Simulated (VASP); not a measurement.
## HgTe: electric field gradients with LDA

The system is HgTe.

```
CELL_PARAMETERS angstrom
0.00000 2.92150 2.92150
2.92150 0.00000 2.92150
2.92150 2.92150 0.00000
ATOMIC_POSITIONS crystal
Hg 0.00000 0.00000 0.00000
Te 0.50000 0.50000 0.50000
```

```yaml
Program: VASP 6.6.1
Task: electric field gradients
Functional: LDA
Potentials_or_basis: VASP PAW LDA potentials, release 64 (Hg, Te)
Cutoff: 520 eV
k_mesh: 10 × 10 × 10
Occupations: fermi-dirac, width 0.08 eV
Spin: no spin polarisation
Dipole_correction: no
Further_INCAR_settings: ALGO = Normal; EDIFF = 1e-08; NBANDS = 16
```

```yaml
Pressure: 4.4 GPa
Band_gap_on_the_k_mesh: zero (band 9 reaches 6.22 eV, above the bottom of band 10 at 2.96 eV)
```

Levels at points of the mesh, in eV from the Fermi level:
```csv
k point,band 6,band 7,band 8,band 9,band 10,band 11,band 12,band 13
"(0.00, 0.00, 0.00)",-7.19,-0.90,-0.90,-0.90,-0.46,7.71,7.71,7.71
"(0.50, 0.00, 0.00)",-6.95,-6.08,0.44,0.44,2.39,3.71,3.71,4.31
"(0.50, 0.50, 0.00)",-6.00,-5.19,-2.99,-2.82,-2.82,4.64,9.80,9.80
```

Wall time 34 s on 1 thread of Intel Xeon 8259CL (shared host), peak memory 0.18 GiB.

Caveat: without QUAD_EFG the Cq values of the log hold for a quadrupole moment of 1 mb, not for the nuclei; spin-orbit coupling is left out, which moves the levels of the heavy elements.
